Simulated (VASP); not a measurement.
Here is a VASP 6.6.1 calculation.

Contents of INCAR:

```
SYSTEM = HfBe5
  PREC = Accurate
  ENCUT = 520
  EDIFF = 1E-6
  ISMEAR = -1
  SIGMA = 0.1
  LREAL = .FALSE.
  LASPH = .TRUE.
  NELM = 60
  ALGO = Normal
  ISIF = 2
  LWAVE = .FALSE.
  LCHARG = .FALSE.
  NBANDS = 19
```

The input KPOINTS:

```
regular mesh
0
G
  3 3 4
  0 0 0
```

The input POSCAR:

```
HfBe5
1.0
    4.5194020000      0.0000000000      0.0000000000
   -2.2597010000      3.9139170000      0.0000000000
    0.0000000000      0.0000000000      3.4396900000
Hf Be
1 5
Direct
    0.0000000000      0.0000000000      0.0000000000
    0.3333333333      0.6666666667      0.0000000000
    0.6666666667      0.3333333333      0.0000000000
    0.5000000000      0.0000000000      0.5000000000
    0.5000000000      0.5000000000      0.5000000000
    0.0000000000      0.5000000000      0.5000000000
```

Potentials or basis: VASP PAW LDA potentials, release 64 (Hf_pv, Be).

Run with:

```console
$ cat potpaw_LDA.64/Hf_pv/POTCAR potpaw_LDA.64/Be/POTCAR > POTCAR
$ mpirun -np 1 vasp_std > vasp.out
```

(1) Predict the pressure.

(2) Estimate the band gap on the k mesh.

## Answers

(1) -6.3 GPa.

(2) zero (band 10 reaches 6.04 eV, above the bottom of band 11 at 4.66 eV).

Caveat: the k points lie up to 0.54 Å⁻¹ apart; spin-orbit coupling is left out, which moves the levels of the heavy elements.
